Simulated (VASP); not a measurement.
## Ni: single point with PBEsol

The system is Ni.

```
Ni
1.0
     2.52704    0.00000    0.00000
    -1.26352    2.18849    0.00000
     0.00000    0.00000    4.20428
Ni
2
Cartesian
  0.0000 1.4590 1.0511
  1.2635 0.7295 3.1532
```

| Quantity | Value |
| --- | --- |
| Program | VASP 6.6.1 |
| Task | single point |
| Functional | PBEsol |
| Potentials or basis | VASP PAW PBE potentials, release 64 (Ni) |
| Cutoff | 520 eV |
| k mesh | 16 × 16 × 8 |
| Occupations | fermi-dirac, width 0.1 eV |
| Spin | collinear spin, antiferromagnetic start |
| Starting moments | [1.0, -1.0] μB |

| Quantity | Value |
| --- | --- |
| Pressure | -19.3 GPa |
| Band gap on the k mesh | zero (filled and empty bands overlap) |
| Net moment | 0.00 μB per cell |
| Valence electrons inside the program's atomic spheres | Ni 9.21 |

Stress tensor (GPa, compression positive):
```
-18.62   0.00   0.00
  0.00 -18.62   0.00
  0.00   0.00 -20.69
```

Levels at points of the mesh, in eV from the Fermi level:
Spin up:
```csv
k point,band 8,band 9,band 10,band 11,band 12,band 13
"(0.00, 0.00, 0.00)",-0.98,-0.98,-0.26,-0.15,-0.15,5.31
"(0.50, 0.00, 0.00)",-0.03,-0.01,0.08,1.49,3.19,9.02
"(0.00, 0.00, 0.50)",-1.68,-0.42,-0.42,-0.42,-0.42,13.48
"(0.50, 0.00, 0.50)",-0.44,0.04,0.04,1.64,1.64,6.64
```
Spin down:
| k point | band 8 | band 9 | band 10 | band 11 | band 12 | band 13 |
| --- | --- | --- | --- | --- | --- | --- |
| (0.00, 0.00, 0.00) | -0.98 | -0.98 | -0.26 | -0.15 | -0.15 | 5.31 |
| (0.50, 0.00, 0.00) | -0.03 | -0.01 | 0.08 | 1.49 | 3.19 | 9.02 |
| (0.00, 0.00, 0.50) | -1.68 | -0.42 | -0.42 | -0.42 | -0.42 | 13.48 |
| (0.50, 0.00, 0.50) | -0.44 | 0.04 | 0.04 | 1.64 | 1.64 | 6.64 |

Run time: 3.9 min on 1 thread of AMD EPYC 7R43 64-Core Processor (Zen 3) (shared host), peak memory 0.18 GiB.

Caveat: the PAW data sets were made with another functional, which shifts forces and pressure a little.
